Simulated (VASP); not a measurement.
# WC in VASP: further runs, part 2 of 2

VASP 6.6.1. Earlier steps stand in the parts before.

## (4) Single point, PBE

This run uses another cell than the first one, of 12.45 Å³/atom.

INCAR

```
ALGO = Normal ; EDIFF = 1E-6
ENCUT = 520 ; GGA = PE
ISIF = 2 ; ISMEAR = 0
LASPH = T ; LCHARG = F
LREAL = F ; LWAVE = F
NBANDS = 16 ; NELM = 80
PREC = Accurate ; SIGMA = 0.05
```

KPOINTS

```
k-points
0
Gamma
  15 15 12
```

POSCAR

```
WC
1.0
    3.0886171313      0.0000000000      0.0000000000
   -1.5443085657      2.6748208983      0.0000000000
    0.0000000000      0.0000000000      3.0143372973
W C
1 1
Direct
    0.0000000000      0.0000000000      0.0000000000
    0.6666666667      0.3333333333      0.5000000000
```

Potentials or basis: VASP PAW PBE potentials, release 64 (W_sv, C).

The run is started by

```sh
$ cat potpaw_PBE.64/W_sv/POTCAR potpaw_PBE.64/C/POTCAR > POTCAR
$ mpirun -np 1 vasp_std > vasp.out
```

OUTCAR:

```text
EDIFF = 1E-6
   ENCUT = 520
   GGA = PE
   ISIF = 2
   ISMEAR = 0
   LASPH = T
   LREAL = F
   NELM = 80
   PREC = Accurate

 ion  position               nearest neighbor table
   1  0.000  0.000  0.000-   2 2.33   2 2.33   2 2.33   2 2.33   2 2.33   2 2.33
   2  0.667  0.333  0.500-   1 2.33   1 2.33   1 2.33   1 2.33   1 2.33   1 2.33

  LATTYP: Found a hexagonal cell.
 ALAT       =     3.0886171313
 C/A-ratio  =     0.9759504559

  Lattice vectors:

 A1 = (   3.0886171313,   0.0000000000,   0.0000000000)
 A2 = (  -1.5443085657,   2.6748208983,   0.0000000000)
 A3 = (   0.0000000000,   0.0000000000,   3.0143372973)

Analysis of symmetry for initial positions (statically):
=====================================================================
 Subroutine PRICEL returns:
 Original cell was already a primitive cell.

 Routine SETGRP: Setting up the symmetry group for a
 hexagonal supercell.

 Subroutine GETGRP returns: Found 12 space group operations
 (whereof 12 operations were pure point group operations)
 out of a pool of 24 trial point group operations.

The static configuration has the point symmetry D_3h.

Analysis of symmetry for dynamics (positions and initial velocities):
=====================================================================
 Subroutine PRICEL returns:
 Original cell was already a primitive cell.

 Routine SETGRP: Setting up the symmetry group for a
 hexagonal supercell.

 Subroutine GETGRP returns: Found 12 space group operations
 (whereof 12 operations were pure point group operations)
 out of a pool of 24 trial point group operations.

The dynamic configuration has the point symmetry D_3h.

 Subroutine INISYM returns: Found 12 space group operations
 (whereof 12 operations are pure point group operations),
 and found     1 'primitive' translations

----------------------------------------------------------------------------------------

                                     Primitive cell

[... 110 lines left out ...]
     AMIX_MAG =   1.60;   BMIX_MAG =  1.00
  volume/ion in A,a.u.               =      12.45        84.03
  Fermi-wavevector in a.u.,A,eV,Ry     =   1.469204  2.776393 29.369000  2.158561
  Thomas-Fermi vector in A             =   2.584610
   LORBIT       =      0    0 simple, 1 ext, 2 COOP (PROOUT), +10 PAW based schemes
   GGA     = PE    functional components
   LHFCALC =     F    Hartree Fock is set to
   AEXX    =    0.0000 exact exchange contribution
   IVDW    =     0    specifies the selected vdW correction
   LEPSILON=     F    determine dielectric tensor
   LRPA    =     F    only Hartree local field effects (RPA)
 non-spin polarized calculation
 Gauss-broadening in eV      SIGMA  =   0.05
  energy-cutoff  :      520.00
  volume of cell :       24.90
 maximum number of plane-waves:       682
 NGX is ok and might be reduce to    24
   NGX = 11   NGY = 11   NGZ = 11

 number of electron      18.0000002 magnetization

 Free energy of the ion-electron system (eV)
  ---------------------------------------------------
  ext. energy  EPLUGINS =         0.00000000
  ---------------------------------------------------
  free energy    TOTEN  =       -21.83651947 eV

  energy without entropy =      -21.83595994  energy(sigma->0) =      -21.83623971

 E-fermi :   8.6109     XC(G=0): -12.8107

 val. band max:        8.6075364944   @ k =   0.0000   0.0000   0.3333
 cond. band min:       8.6361418760   @ k =   0.0667   0.0000   0.3333
 fundamental gap:      0.0286053816
 Fermi energy:         8.6108857950

 k-point     1 :       0.0000    0.0000    0.0000
  band No.  band energies     occupation
      1     -65.7640      2.00000
      2     -29.7369      2.00000
      3     -29.6771      2.00000
      4     -29.6771      2.00000
      5      -4.4410      2.00000
      6       5.2541      2.00000
[... 433 lines left out ...]
      3     -29.8657      2.00000
      4     -29.6798      2.00000
      5      -1.3858      2.00000
      6       2.7874      2.00000
[... 8 lines left out ...]
     15      20.4713      0.00000
     16      23.6601      0.00000

 [... further k-points ...]

------------------------ aborting loop because EDIFF is reached ----------------------------------------

  FORCE on cell =-STRESS in cart. coord.  units (eV):
  Direction    XX          YY          ZZ          XY          YZ          ZX
  --------------------------------------------------------------------------------------
  -------------------------------------------------------------------------------------
  Total       -6.5188826     -6.5188826     -7.7843442      0.0000000     -0.0000000     -0.0000000
  in kB     -419.4045227   -419.4045227   -500.8203699      0.0000000     -0.0000000     -0.0000000
  external PRESSURE =    -446.5431384 kB  Pullay stress =       0.0000000 kB

 VOLUME and BASIS-vectors are now :
 -----------------------------------------------------------------------------
  energy-cutoff  :      520.00
  volume of cell :       24.90
      direct lattice vectors                 reciprocal lattice vectors
     3.088617131  0.000000000  0.000000000     0.323769492  0.186928403  0.000000000
    -1.544308566  2.674820898  0.000000000     0.000000000  0.373856807  0.000000000
     0.000000000  0.000000000  3.014337297     0.000000000  0.000000000  0.331747877

 POSITION                                       TOTAL-FORCE (eV/Angst)
 -----------------------------------------------------------------------------------
      0.00000      0.00000      0.00000        -0.000000      0.000000      0.000000
      1.54431      0.89161      1.50717         0.000000     -0.000000      0.000000
 -----------------------------------------------------------------------------------
    total drift:                               -0.000000      0.000000      0.000000

  FREE ENERGIE OF THE ION-ELECTRON SYSTEM (eV)
  ---------------------------------------------------
  free  energy   TOTEN  =       -21.8365194699 eV

  energy  without entropy=      -21.8359599448  energy(sigma->0) =      -21.83623971
```

stdout:

```text
POSCAR found type information on POSCAR W C
 POSCAR found :  2 types and       2 ions
 scaLAPACK will be used
 LDA part: xc-table for (Slater+PW92), standard interpolation
 POSCAR, INCAR and KPOINTS ok, starting setup
 FFT: planning ... GRIDC
 FFT: planning ... GRID_SOFT
 FFT: planning ... GRID
 WAVECAR not read
 entering main loop
```

It took 1.8 min on 1 thread of AMD EPYC 7R13, shared host; peak memory 0.17 GiB.

Results:

```
Free energy            : -21.8365 eV
Pressure               : -44.7 GPa
Band gap on the k mesh : zero (bands 9 and 10 overlap by 0.97 eV)
```

Caveat: the cell stands under tension; spin-orbit coupling is left out, which moves the levels of the heavy elements.

## (5) Single point, PBE

INCAR

```
SYSTEM = WC
PREC = Accurate ; ENCUT = 520
EDIFF = 1E-6 ; ISMEAR = 0
SIGMA = 0.05 ; LREAL = .FALSE.
LASPH = .TRUE. ; NELM = 80
ALGO = Normal ; ISIF = 2
LWAVE = .FALSE. ; LCHARG = .FALSE.
GGA = PE ; NBANDS = 16
```

KPOINTS

```
regular mesh
0
G
  15 15 12
  0 0 0
```

POSCAR

```
WC
1.0
    2.9065000000      0.0000000000      0.0000000000
   -1.4532500000      2.5171028361      0.0000000000
    0.0000000000      0.0000000000      2.8366000000
W C
1 1
Direct
    0.0000000000      0.0000000000      0.0352534725
    0.6666666667      0.3333333333      0.5000000000
```

The run is started by

```sh
$ cat potpaw_PBE.64/W_sv/POTCAR potpaw_PBE.64/C/POTCAR > POTCAR
$ mpirun -np 1 vasp_std > vasp.out
```

It took 2.4 min on 1 thread of AMD EPYC 7R13, shared host; peak memory 0.19 GiB.

It converged, with:

```
Free energy            : -22.3699 eV
Pressure               : 8.8 GPa
Largest force          : 1.477 eV/Å
Band gap on the k mesh : zero (bands 9 and 10 overlap by 1.18 eV)
```

Forces in eV/Å, atoms in the order of the input:
```
W    0.000  0.000 -1.477
C    0.000  0.000  1.477
```

Stress tensor (GPa, compression positive):
```
8.41 0.00 0.00
0.00 8.41 0.00
0.00 0.00 9.51
```

Levels at points of the mesh, in eV from the Fermi level:
```
           k point  band 6  band 7  band 8  band 9  band 10  band 11  band 12  band 13
(0.00, 0.00, 0.00)   -4.44   -3.40   -3.40    0.28     3.18     3.18     5.78     5.78
(0.00, 0.00, 0.50)   -8.61   -2.15   -2.15   -0.52    -0.52     3.75     4.61     4.61
```

Caveat: the cell stands under pressure; spin-orbit coupling is left out, which moves the levels of the heavy elements; forces of over 1 eV/Å act on the atoms, so gaps and moduli don't describe the material at rest.

## (6) Overview

| level | potentials or basis | cell | gap on the mesh (eV) | pressure (GPa) |
| --- | --- | --- | --- | --- |
| PBE | VASP PAW PBE potentials, release 64 (W_sv, C) | a = 2.906, b = 2.907, c = 2.837 Å, angles 90.0, 90.0, 120.0°, 2 atoms, atomic positions A | none | 6.6 |
| LDA | VASP PAW LDA potentials, release 64 (W_sv, C) | a = 2.906, b = 2.907, c = 2.837 Å, angles 90.0, 90.0, 120.0°, 2 atoms, atomic positions A | none | -7.4 |
| PBE | VASP PAW PBE potentials, release 64 (W_sv, C) | a = 3.089, b = 3.089, c = 3.014 Å, angles 90.0, 90.0, 120.0°, 2 atoms, atomic positions A | none | -44.7 |
| PBE | VASP PAW PBE potentials, release 64 (W_sv, C) | a = 2.906, b = 2.907, c = 2.837 Å, angles 90.0, 90.0, 120.0°, 2 atoms, atomic positions B | none | 8.8 |

Alike in all rows: task single point; no spin polarisation; k mesh 15 × 15 × 12; cutoff (eV) 520; smearing gaussian 0.05 eV.

Caveats: spin-orbit coupling is left out, which moves the levels of the heavy elements; the cell stands under pressure (at least some runs); the cell stands under tension (at least some runs); forces of over 1 eV/Å act on the atoms, so gaps and moduli don't describe the material at rest (at least some runs).

Absolute energies hang on the potentials; compare differences alone.
